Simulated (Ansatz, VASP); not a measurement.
# Two plane-wave programs on AlV2C

```
CELL_PARAMETERS angstrom
2.87940 0.00000 0.00000
-1.43970 2.49364 0.00000
0.00000 0.00000 13.02595
ATOMIC_POSITIONS crystal
Al 0.33333 0.66667 0.25000
Al 0.66667 0.33333 0.75000
V 0.33333 0.66667 0.58500
V 0.66667 0.33333 0.41500
V 0.66667 0.33333 0.08500
V 0.33333 0.66667 0.91500
C 0.00000 0.00000 0.00000
C 0.00000 0.00000 0.50000
```

Alike in both runs: functional PBEsol; k mesh 15 × 15 × 4; occupations gaussian, width 0.1 eV; no spin polarisation.

Ansatz relaxed the structure, and its values are those at the end. VASP's run is a single point on that final structure, the one shown.

|  | VASP | Ansatz |
| --- | --- | --- |
| version | VASP 6.6.1 | Ansatz 0.2.0 |
| potentials or method | VASP PAW PBE potentials, release 64 (Al, V_sv, C), cutoff 520 eV | scalar-relativistic, plane waves, PAW |
| valence electrons in the cell | 66 | 66 |

|  | VASP | Ansatz | Ansatz less VASP |
| --- | --- | --- | --- |
| gap on the k mesh at the Fermi level (eV) | none | none | - |
| pressure (GPa) | 0.3 | 0.0 | -0.38 |
| rms of the force components (eV/Å) | 0.015 | 0.001 | -0.0146 |

VASP's potentials were made for PBE, not for PBEsol. A gap of «none» marks a metal or a gap that the smearing closes.
